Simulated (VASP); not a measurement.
# Pd (Fm-3m) in VASP: notebook, part 2 of 2

VASP 6.6.1. Earlier steps stand in the parts before.

## 3. Single point, PBEsol (strain -0.025 along x and y, -0.025 along z)

Input file INCAR:

```
ALGO = Normal
EDIFF = 1E-7
ENCUT = 520
GGA = PS
ISIF = 2
ISMEAR = 0
LASPH = True
LCHARG = False
LREAL = False
LWAVE = False
NBANDS = 11
NELM = 80
PREC = Accurate
SIGMA = 0.15
```

Input file KPOINTS:

```
k-points
0
Gamma
  20 20 20
```

Input file POSCAR:

```
Pd
1.0
    0.0000000000      1.8962775000      1.8962775000
    1.8962775000      0.0000000000      1.8962775000
    1.8962775000      1.8962775000      0.0000000000
Pd
1
Direct
    0.0000000000      0.0000000000      0.0000000000
```

Potentials or basis: VASP PAW PBE potentials, release 64 (Pd).

Started as:

```
$ cat potpaw_PBE.64/Pd/POTCAR > POTCAR
$ mpirun -np 1 vasp_std > vasp.out
```

OUTCAR:

```text
EDIFF = 1E-7
   ENCUT = 520
   GGA = PS
   ISIF = 2
   ISMEAR = 0
   LASPH = True
   LREAL = False
   NELM = 80
   PREC = Accurate

 ion  position               nearest neighbor table
   1  0.000  0.000  0.000-

  LATTYP: Found a face centered cubic cell.
 ALAT       =     3.7925550000

  Lattice vectors:

 A1 = (   0.0000000000,   1.8962775000,   1.8962775000)
 A2 = (   1.8962775000,   0.0000000000,   1.8962775000)
 A3 = (   1.8962775000,   1.8962775000,   0.0000000000)

Analysis of symmetry for initial positions (statically):
=====================================================================
 Subroutine PRICEL returns:
 Original cell was already a primitive cell.

 Routine SETGRP: Setting up the symmetry group for a
 face centered cubic supercell.

 Subroutine GETGRP returns: Found 48 space group operations
 (whereof 48 operations were pure point group operations)
 out of a pool of 48 trial point group operations.

The static configuration has the point symmetry O_h .

Analysis of symmetry for dynamics (positions and initial velocities):
=====================================================================
 Subroutine PRICEL returns:
 Original cell was already a primitive cell.
[... 158 lines left out ...]
 fundamental gap:      0.0058606189
 Fermi energy:        11.0062323341

 k-point     1 :       0.0000    0.0000    0.0000
  band No.  band energies     occupation
      1       3.1384      2.00000
      2       7.7677      2.00000
      3       7.7677      2.00000
      4       7.7677      2.00000
      5       9.6219      2.00000
      6       9.6220      2.00000
      7      28.1389      0.00000
      8      33.3646      0.00000
      9      33.3646      0.00000
     10      33.3646      0.00000
     11      36.7869      0.00000
[... 309 lines left out ...]
 k-point    24 :      -0.3500    0.0500    0.0000
  band No.  band energies     occupation
      1       5.2041      2.00000
      2       7.8371      2.00000
      3       7.9120      2.00000
      4       9.2858      2.00000
      5      10.3366      2.00000
      6      11.0782      0.49718
      7      21.9268      0.00000
      8      28.2823      0.00000
      9      32.9422      0.00000
     10      34.6675      0.00000
     11      36.8135      0.00000

 [... further k-points ...]
[... 5 lines left out ...]
  --------------------------------------------------------------------------------------
  -------------------------------------------------------------------------------------
  Total        1.3080951      1.3080951      1.3080951      0.0000000      0.0000000     -0.0000000
  in kB      153.6788987    153.6788987    153.6788987      0.0000000      0.0000000     -0.0000000
  external PRESSURE =     153.6788987 kB  Pullay stress =       0.0000000 kB

 VOLUME and BASIS-vectors are now :
 -----------------------------------------------------------------------------
  energy-cutoff  :      520.00
  volume of cell :       13.64
      direct lattice vectors                 reciprocal lattice vectors
     0.000000000  1.896277500  1.896277500    -0.263674489  0.263674489  0.263674489
     1.896277500  0.000000000  1.896277500     0.263674489 -0.263674489  0.263674489
     1.896277500  1.896277500  0.000000000     0.263674489  0.263674489 -0.263674489

 POSITION                                       TOTAL-FORCE (eV/Angst)
 -----------------------------------------------------------------------------------
      0.00000      0.00000      0.00000         0.000000      0.000000      0.000000
 -----------------------------------------------------------------------------------
    total drift:                                0.000000      0.000000     -0.000000

  FREE ENERGIE OF THE ION-ELECTRON SYSTEM (eV)
  ---------------------------------------------------
  free  energy   TOTEN  =        -5.9324748909 eV

  energy  without entropy=       -5.9084070221  energy(sigma->0) =       -5.92044096
```

OSZICAR:

```text
N       E                     dE             d eps       ncg     rms          rms(c)
DAV:   1     0.418193036859E+02    0.41819E+02   -0.51800E+03  5680   0.859E+02
DAV:   2    -0.579853344118E+01   -0.47618E+02   -0.46246E+02  6271   0.186E+02
DAV:   3    -0.633212384430E+01   -0.53359E+00   -0.53044E+00  6830   0.211E+01
DAV:   4    -0.633403289742E+01   -0.19091E-02   -0.19088E-02  6908   0.130E+00
DAV:   5    -0.633404961538E+01   -0.16718E-04   -0.16718E-04  7369   0.112E-01    0.104E+01
DAV:   6    -0.595708026748E+01    0.37697E+00   -0.13561E+00  6997   0.972E+00    0.478E+00
DAV:   7    -0.593829727155E+01    0.18783E-01   -0.66312E-02  7598   0.176E+00    0.226E+00
DAV:   8    -0.593260219845E+01    0.56951E-02   -0.41632E-03  6946   0.657E-01    0.188E-01
DAV:   9    -0.593246863356E+01    0.13356E-03   -0.51608E-04  7096   0.198E-01    0.150E-02
DAV:  10    -0.593247556832E+01   -0.69348E-05   -0.54509E-06  7317   0.185E-02    0.136E-02
DAV:  11    -0.593247484682E+01    0.72150E-06   -0.10447E-07  6541   0.321E-03    0.106E-03
DAV:  12    -0.593247489088E+01   -0.44056E-07   -0.64757E-09  4790   0.497E-04
   1 F= -.59324749E+01 E0= -.59204410E+01  d E =-.240679E-01
```

It took 15 s on 1 thread of Intel Xeon Platinum 8488C (Sapphire Rapids), shared host; peak memory 0.15 GiB.

Results:

```
Free energy            : -5.9325 eV
Pressure               : 15.4 GPa
Band gap on the k mesh : zero (band 5 reaches 11.35 eV, above the bottom of band 6 at 9.53 eV)
```

Caveat: the cell differs from its parent crystal (strain -0.025 along x and y, -0.025 along z); the PAW data sets were made with another functional, which shifts forces and pressure a little.

## 4. Single point, PBEsol (strain +0.025 along x and y, +0.025 along z)

Input file INCAR:

```
  PREC = Accurate
  ENCUT = 520
  EDIFF = 1E-6
  ISMEAR = 0
  SIGMA = 0.15
  LREAL = F
  LASPH = T
  NELM = 60
  ALGO = Normal
  ISIF = 2
  LWAVE = F
  LCHARG = T
  GGA = PS
  LELF = T
  LVHAR = T
  NBANDS = 11
```

Input file KPOINTS:

```
regular mesh
0
Gamma
  20 20 20
```

Input file POSCAR:

```
Pd
1.0
    0.0000000000      1.9935225000      1.9935225000
    1.9935225000      0.0000000000      1.9935225000
    1.9935225000      1.9935225000      0.0000000000
Pd
1
Direct
    0.0000000000      0.0000000000      0.0000000000
```

Started as:

```
$ cat potpaw_PBE.64/Pd/POTCAR > POTCAR
$ mpirun -np 1 vasp_std > vasp.out
```

Run time: 16 s. Hardware: 1 thread of Intel Xeon Platinum 8488C (Sapphire Rapids), shared host; peak memory 0.17 GiB.

It converged, with:

```
Free energy            : -5.9110 eV
Pressure               : -13.9 GPa
Band gap on the k mesh : zero (band 5 reaches 8.70 eV, above the bottom of band 6 at 7.30 eV)
```

Levels at points of the mesh, in eV from the Fermi level:
```csv
k point,band 3,band 4,band 5,band 6,band 7,band 8
"(0.00, 0.00, 0.00)",-2.54,-2.54,-1.09,-1.09,17.07,21.44
"(0.50, 0.00, 0.00)",-2.58,-0.03,-0.03,1.08,6.72,16.41
"(0.50, 0.50, 0.00)",-0.05,0.25,0.25,3.27,9.99,12.73
```

Caveat: the cell differs from its parent crystal (strain +0.025 along x and y, +0.025 along z); the PAW data sets were made with another functional, which shifts forces and pressure a little.

## 5. Single point, PBEsol (strain +0.050 along x and y, +0.050 along z)

Input file INCAR:

```
ALGO = Fast ; EDIFF = 1E-7
ENCUT = 520 ; GGA = PS
ISIF = 2 ; ISMEAR = 0
LASPH = T ; LCHARG = T
LELF = T ; LREAL = F
LVHAR = T ; LWAVE = F
NBANDS = 11 ; NELM = 100
PREC = Accurate ; SIGMA = 0.15
```

Input file KPOINTS:

```
k-points
0
Gamma
  20 20 20
```

Input file POSCAR:

```
Pd
1.0
    0.0000000000      2.0421450000      2.0421450000
    2.0421450000      0.0000000000      2.0421450000
    2.0421450000      2.0421450000      0.0000000000
Pd
1
Direct
    0.0000000000      0.0000000000      0.0000000000
```

Started as:

```
$ cat potpaw_PBE.64/Pd/POTCAR > POTCAR
$ mpirun -np 1 vasp_std > vasp.out
```

Wall time 22 s (1 thread of Intel Xeon Platinum 8488C (Sapphire Rapids), shared host); peak memory 0.17 GiB.

The run converged. Its results:

```yaml
Free_energy: -5.7800 eV
Pressure: -20.9 GPa
Band_gap_on_the_k_mesh: zero (band 5 reaches 7.59 eV, above the bottom of band 6 at 6.35 eV)
```

Levels at points of the mesh, in eV from the Fermi level:
```tsv
k point	band 1	band 2	band 3	band 4	band 5	band 6	band 7	band 8	band 9	band 10
(0.00, 0.00, 0.00)	-6.18	-2.27	-2.27	-2.27	-0.98	-0.98	16.96	20.92	20.92	20.92
(0.50, 0.00, 0.00)	-4.31	-2.29	-2.29	-0.03	-0.03	1.24	6.21	16.28	19.57	19.57
(0.50, 0.50, 0.00)	-4.31	-4.08	-0.05	0.21	0.21	3.28	9.31	12.33	12.33	19.45
```

Caveat: the cell differs from its parent crystal (strain +0.050 along x and y, +0.050 along z); the PAW data sets were made with another functional, which shifts forces and pressure a little.

## 6. The runs side by side

```csv
cell,gap on the mesh (eV),pressure (GPa)
"a = 2.613 Å, angles 60.0°, 1 atom",none,42.3
"a = 2.682 Å, angles 60.0°, 1 atom",none,15.4
"a = 2.819 Å, angles 60.0°, 1 atom",none,-13.9
"a = 2.888 Å, angles 60.0°, 1 atom",none,-20.9
```

Alike in all rows: task single point; level PBEsol; potentials or basis VASP PAW PBE potentials, release 64 (Pd); no spin polarisation; k mesh 20 × 20 × 20; cutoff (eV) 520; smearing gaussian 0.15 eV.

Caveats: the PAW data sets were made with another functional, which shifts forces and pressure a little.

Total energies depend on the potentials used, so only differences within one code and one set of settings carry meaning.
